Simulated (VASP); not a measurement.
# InP in VASP: notebook, part 2 of 2

VASP 6.6.1. The steps go on from the part before.

## Step 3: Single point, PBE (21.87 Å³/atom)

This run uses another cell than the first one, of 21.87 Å³/atom.

Contents of INCAR:

```
ALGO = Normal
EDIFF = 1E-7
ENCUT = 520
GGA = PE
ISIF = 2
ISMEAR = -1
LASPH = T
LCHARG = F
LREAL = F
LWAVE = F
NBANDS = 16
NELM = 80
PREC = Accurate
SIGMA = 0.03
```

Contents of KPOINTS:

```
k-points
0
Gamma
  11 11 11
```

Contents of POSCAR:

```
InP
1.0
    0.0000000000      2.7967183404      2.7967183404
    2.7967183404      0.0000000000      2.7967183404
    2.7967183404      2.7967183404      0.0000000000
In P
1 1
Direct
    0.0000000000      0.0000000000      0.0000000000
    0.5000000000      0.5000000000      0.5000000000
```

Potentials or basis: VASP PAW PBE potentials, release 64 (In_d, P).

On the command line:

```bash
$ cat potpaw_PBE.64/In_d/POTCAR potpaw_PBE.64/P/POTCAR > POTCAR
$ mpirun -np 1 vasp_std > vasp.out
```

OUTCAR:

```text
EDIFF = 1E-7
   ENCUT = 520
   GGA = PE
   ISIF = 2
   ISMEAR = -1
   LASPH = T
   LREAL = F
   NELM = 80
   PREC = Accurate

 ion  position               nearest neighbor table
   1  0.000  0.000  0.000-   2 2.80   2 2.80   2 2.80   2 2.80   2 2.80   2 2.80
   2  0.500  0.500  0.500-   1 2.80   1 2.80   1 2.80   1 2.80   1 2.80   1 2.80

  LATTYP: Found a face centered cubic cell.
 ALAT       =     5.5934366808

  Lattice vectors:

 A1 = (   0.0000000000,   2.7967183404,   2.7967183404)
 A2 = (   2.7967183404,   0.0000000000,   2.7967183404)
 A3 = (   2.7967183404,   2.7967183404,   0.0000000000)

Analysis of symmetry for initial positions (statically):
=====================================================================
 Subroutine PRICEL returns:
 Original cell was already a primitive cell.

 Routine SETGRP: Setting up the symmetry group for a
 face centered cubic supercell.

 Subroutine GETGRP returns: Found 48 space group operations
 (whereof 48 operations were pure point group operations)
 out of a pool of 48 trial point group operations.
[... 159 lines left out ...]
  free energy    TOTEN  =        -7.91363942 eV

  energy without entropy =       -7.91164350  energy(sigma->0) =       -7.91264146

 E-fermi :   6.6560     XC(G=0): -10.2584

 val. band max:        6.6505665168   @ k =  -0.0909   0.0909   0.0000
 cond. band min:       6.6954756313   @ k =   0.3636   0.0000   0.0000
 fundamental gap:      0.0449091145
 Fermi energy:         6.6560128808

 k-point     1 :       0.0000    0.0000    0.0000
  band No.  band energies     occupation
      1      -7.5039      2.00000
      2      -7.5039      2.00000
      3      -7.4859      2.00000
      4      -7.4859      2.00000
      5      -7.4859      2.00000
      6      -5.1197      2.00000
[... 433 lines left out ...]
      3      -7.4830      2.00000
      4      -7.4533      2.00000
      5      -7.4412      2.00000
      6      -4.0867      2.00000
[... 8 lines left out ...]
     15      16.7333      0.00000
     16      17.6455      0.00000

 [... further k-points ...]

------------------------ aborting loop because EDIFF is reached ----------------------------------------

  FORCE on cell =-STRESS in cart. coord.  units (eV):
  Direction    XX          YY          ZZ          XY          YZ          ZX
  --------------------------------------------------------------------------------------
  -------------------------------------------------------------------------------------
  Total       -0.5658909     -0.5658909     -0.5658909      0.0000000     -0.0000000      0.0000000
  in kB      -20.7236891    -20.7236891    -20.7236891      0.0000000     -0.0000000      0.0000000
  external PRESSURE =     -20.7236891 kB  Pullay stress =       0.0000000 kB

 VOLUME and BASIS-vectors are now :
 -----------------------------------------------------------------------------
  energy-cutoff  :      520.00
  volume of cell :       43.75
      direct lattice vectors                 reciprocal lattice vectors
     0.000000000  2.796718340  2.796718340    -0.178780964  0.178780964  0.178780964
     2.796718340  0.000000000  2.796718340     0.178780964 -0.178780964  0.178780964
     2.796718340  2.796718340  0.000000000     0.178780964  0.178780964 -0.178780964

 POSITION                                       TOTAL-FORCE (eV/Angst)
 -----------------------------------------------------------------------------------
      0.00000      0.00000      0.00000        -0.000000     -0.000000     -0.000000
      2.79672      2.79672      2.79672         0.000000      0.000000      0.000000
 -----------------------------------------------------------------------------------
    total drift:                               -0.000000      0.000000      0.000000

  FREE ENERGIE OF THE ION-ELECTRON SYSTEM (eV)
  ---------------------------------------------------
  free  energy   TOTEN  =        -7.9136394215 eV

  energy  without entropy=       -7.9116435021  energy(sigma->0) =       -7.91264146
```

OSZICAR:

```text
N       E                     dE             d eps       ncg     rms          rms(c)
DAV:   1     0.107812959301E+03    0.10781E+03   -0.84035E+03  1808   0.131E+03
DAV:   2    -0.130691067401E+01   -0.10912E+03   -0.10443E+03  1992   0.307E+02
DAV:   3    -0.804352487222E+01   -0.67366E+01   -0.66203E+01  2352   0.716E+01
DAV:   4    -0.820523156597E+01   -0.16171E+00   -0.16165E+00  2304   0.114E+01
DAV:   5    -0.821311636791E+01   -0.78848E-02   -0.78846E-02  2576   0.220E+00    0.452E+00
DAV:   6    -0.792070801899E+01    0.29241E+00   -0.53327E-01  2704   0.116E+01    0.257E+00
DAV:   7    -0.791359690810E+01    0.71111E-02   -0.69381E-02  2488   0.207E+00    0.114E+00
DAV:   8    -0.791349735102E+01    0.99557E-04   -0.53091E-03  2264   0.843E-01    0.109E-01
DAV:   9    -0.791360304152E+01   -0.10569E-03   -0.27299E-04  2632   0.229E-01    0.728E-02
DAV:  10    -0.791362851978E+01   -0.25478E-04   -0.32265E-05  2608   0.557E-02    0.283E-02
DAV:  11    -0.791363907299E+01   -0.10553E-04   -0.96243E-06  2288   0.278E-02    0.683E-03
DAV:  12    -0.791363950929E+01   -0.43629E-06   -0.82302E-07  2256   0.113E-02    0.441E-03
DAV:  13    -0.791363942154E+01    0.87751E-07   -0.83344E-08  1704   0.297E-03
   1 F= -.79136394E+01 E0= -.79126415E+01  d E =-.199592E-02
```

It took 29 s on 1 thread of AMD EPYC 7R13, shared host; peak memory 0.16 GiB.

Results:

```yaml
Free_energy: -7.9136 eV
Pressure: -2.1 GPa
Band_gap_on_the_k_mesh: zero (bands 9 and 10 overlap by 2.50 eV)
```

Levels at points of the mesh, in eV from the Fermi level:
| k point | band 7 | band 8 | band 9 | band 10 | band 11 | band 12 |
| --- | --- | --- | --- | --- | --- | --- |
| (0.00, 0.00, 0.00) | -0.24 | -0.24 | -0.24 | 0.30 | 7.11 | 7.11 |

Caveat: spin-orbit coupling is left out, which moves the levels of the heavy elements.

## Step 4: Single point, PBE (22.34 Å³/atom)

This run uses another cell than the first one, of 22.34 Å³/atom.

Contents of INCAR:

```
SYSTEM = InP
ALGO     = Normal         ! electronic algorithm
EDIFF    = 1E-7           ! SCF threshold, eV
ENCUT    = 520            ! plane-wave cutoff, eV
GGA      = PE             ! functional
ISIF     = 2              ! what is computed and relaxed
ISMEAR   = -1             ! smearing method
LASPH    = .True.         ! aspherical terms in the spheres
LCHARG   = .False.        ! write CHGCAR
LREAL    = .False.        ! projectors in reciprocal space
LWAVE    = .False.        ! write WAVECAR
NBANDS   = 16             ! bands
NELM     = 80             ! most SCF steps
PREC     = Accurate       ! precision mode
SIGMA    = 0.03           ! smearing width, eV
```

Contents of KPOINTS:

```
k-points
0
Gamma
  11 11 11
  0 0 0
```

Contents of POSCAR:

```
InP
1.0
    0.0000000000      2.8164141889      2.8164141889
    2.8164141889      0.0000000000      2.8164141889
    2.8164141889      2.8164141889      0.0000000000
In P
1 1
Direct
    0.0000000000      0.0000000000      0.0000000000
    0.5000000000      0.5000000000      0.5000000000
```

Potentials or basis: VASP PAW PBE potentials, release 64 (In_d, P).

On the command line:

```bash
$ cat potpaw_PBE.64/In_d/POTCAR potpaw_PBE.64/P/POTCAR > POTCAR
$ mpirun -np 1 vasp_std > vasp.out
```

OUTCAR:

```text
SYSTEM = InP
   EDIFF = 1E-7
   ENCUT = 520
   GGA = PE
   ISIF = 2
   ISMEAR = -1
   LASPH = .True.
   LREAL = .False.
   NELM = 80
   PREC = Accurate

 ion  position               nearest neighbor table
   1  0.000  0.000  0.000-   2 2.82   2 2.82   2 2.82   2 2.82   2 2.82   2 2.82
   2  0.500  0.500  0.500-   1 2.82   1 2.82   1 2.82   1 2.82   1 2.82   1 2.82

  LATTYP: Found a face centered cubic cell.
 ALAT       =     5.6328283778

  Lattice vectors:

[... 644 lines left out ...]

  FORCE on cell =-STRESS in cart. coord.  units (eV):
  Direction    XX          YY          ZZ          XY          YZ          ZX
  --------------------------------------------------------------------------------------
  -------------------------------------------------------------------------------------
  Total       -0.9327077     -0.9327077     -0.9327077     -0.0000000      0.0000000      0.0000000
  in kB      -33.4454152    -33.4454152    -33.4454152     -0.0000000      0.0000000      0.0000000
  external PRESSURE =     -33.4454152 kB  Pullay stress =       0.0000000 kB

 VOLUME and BASIS-vectors are now :
 -----------------------------------------------------------------------------
  energy-cutoff  :      520.00
  volume of cell :       44.68
      direct lattice vectors                 reciprocal lattice vectors
     0.000000000  2.816414189  2.816414189    -0.177530706  0.177530706  0.177530706
     2.816414189  0.000000000  2.816414189     0.177530706 -0.177530706  0.177530706
     2.816414189  2.816414189  0.000000000     0.177530706  0.177530706 -0.177530706

 POSITION                                       TOTAL-FORCE (eV/Angst)
 -----------------------------------------------------------------------------------
      0.00000      0.00000      0.00000         0.000000     -0.000000      0.000000
      2.81641      2.81641      2.81641        -0.000000      0.000000     -0.000000
 -----------------------------------------------------------------------------------
    total drift:                               -0.000000      0.000000      0.000000

  FREE ENERGIE OF THE ION-ELECTRON SYSTEM (eV)
  ---------------------------------------------------
  free  energy   TOTEN  =        -7.8981308808 eV

  energy  without entropy=       -7.8959465629  energy(sigma->0) =       -7.89703872
```

OSZICAR:

```text
N       E                     dE             d eps       ncg     rms          rms(c)
DAV:   1     0.105232903006E+03    0.10523E+03   -0.85180E+03  1832   0.131E+03
DAV:   2    -0.166343144623E+01   -0.10690E+03   -0.10211E+03  1992   0.293E+02
DAV:   3    -0.803420873342E+01   -0.63708E+01   -0.62928E+01  2400   0.693E+01
DAV:   4    -0.818615999879E+01   -0.15195E+00   -0.15190E+00  2264   0.111E+01
DAV:   5    -0.819274207292E+01   -0.65821E-02   -0.65819E-02  2664   0.202E+00    0.435E+00
DAV:   6    -0.790419127597E+01    0.28855E+00   -0.53323E-01  2672   0.113E+01    0.248E+00
DAV:   7    -0.789801226131E+01    0.61790E-02   -0.66995E-02  2408   0.197E+00    0.111E+00
DAV:   8    -0.789798257862E+01    0.29683E-04   -0.51598E-03  2288   0.823E-01    0.103E-01
DAV:   9    -0.789809187281E+01   -0.10929E-03   -0.27741E-04  2576   0.227E-01    0.699E-02
DAV:  10    -0.789811984034E+01   -0.27968E-04   -0.33001E-05  2448   0.537E-02    0.259E-02
DAV:  11    -0.789813051746E+01   -0.10677E-04   -0.96972E-06  2208   0.263E-02    0.669E-03
DAV:  12    -0.789813096395E+01   -0.44649E-06   -0.85375E-07  2288   0.114E-02    0.381E-03
DAV:  13    -0.789813088083E+01    0.83113E-07   -0.61331E-08  1592   0.282E-03
   1 F= -.78981309E+01 E0= -.78970387E+01  d E =-.218432E-02
```

Wall time 32 s (1 thread of AMD EPYC 7R13, shared host); peak memory 0.16 GiB.

What came out:

```yaml
Free_energy: -7.8981 eV
Pressure: -3.3 GPa
Band_gap_on_the_k_mesh: zero (bands 9 and 10 overlap by 2.43 eV)
```

Levels at points of the mesh, in eV from the Fermi level:
| k point | band 5 | band 6 | band 7 | band 8 | band 9 | band 10 | band 11 | band 12 | band 13 | band 14 |
| --- | --- | --- | --- | --- | --- | --- | --- | --- | --- | --- |
| (0.00, 0.00, 0.00) | -14.12 | -11.63 | -0.23 | -0.23 | -0.23 | 0.14 | 7.11 | 7.11 | 7.11 | 8.19 |

Caveat: the cell stands under tension; spin-orbit coupling is left out, which moves the levels of the heavy elements.

## Step 5: Single point, PBE (22.81 Å³/atom)

This run uses another cell than the first one, of 22.81 Å³/atom.

Contents of INCAR:

```
SYSTEM = InP
  PREC = Accurate
  ENCUT = 520
  EDIFF = 1E-7
  ISMEAR = -1
  SIGMA = 0.03
  LREAL = .FALSE.
  LASPH = .TRUE.
  NELM = 80
  ALGO = Normal
  ISIF = 2
  LWAVE = .FALSE.
  LCHARG = .TRUE.
  GGA = PE
  LELF = .TRUE.
  LVHAR = .TRUE.
  NBANDS = 16
```

Contents of KPOINTS:

```
regular mesh
0
G
  11 11 11
  0 0 0
```

Contents of POSCAR:

```
InP
1.0
    0.0000000000      2.8358383488      2.8358383488
    2.8358383488      0.0000000000      2.8358383488
    2.8358383488      2.8358383488      0.0000000000
In P
1 1
Direct
    0.0000000000      0.0000000000      0.0000000000
    0.5000000000      0.5000000000      0.5000000000
```

On the command line:

```bash
$ cat potpaw_PBE.64/In_d/POTCAR potpaw_PBE.64/P/POTCAR > POTCAR
$ mpirun -np 1 vasp_std > vasp.out
```

It took 39 s on 1 thread of AMD EPYC 7R13, shared host; peak memory 0.16 GiB.

Results (log left out):

| Item | Value |
| --- | --- |
| Free energy | -7.8757 eV |
| Pressure | -4.4 GPa |
| Band gap on the k mesh | zero (bands 9 and 10 overlap by 2.36 eV) |

Levels at points of the mesh, in eV from the Fermi level:
```csv
k point,band 7,band 8,band 9,band 10,band 11,band 12
"(0.00, 0.00, 0.00)",-0.21,-0.21,-0.21,-0.01,7.10,7.10
```

Caveat: the cell stands under tension; spin-orbit coupling is left out, which moves the levels of the heavy elements.

## Step 6: Summary

| cell | gap on the mesh (eV) | pressure (GPa) |
| --- | --- | --- |
| a = 4.099, b = 4.099, c = 4.038 Å, angles 60.5, 60.5, 59.0°, 2 atoms | none | -6.5 |
| a = 3.955 Å, angles 60.0°, 2 atoms | none | -2.1 |
| a = 3.983 Å, angles 60.0°, 2 atoms | none | -3.3 |
| a = 4.010 Å, angles 60.0°, 2 atoms | none | -4.4 |

Alike in all rows: task single point; level PBE; potentials or basis VASP PAW PBE potentials, release 64 (In_d, P); no spin polarisation; k mesh 11 × 11 × 11; cutoff (eV) 520; smearing fermi-dirac 0.03 eV.

Caveats: spin-orbit coupling is left out, which moves the levels of the heavy elements; the cell stands under tension (at least some runs).

Absolute energies hang on the potentials; compare differences alone.
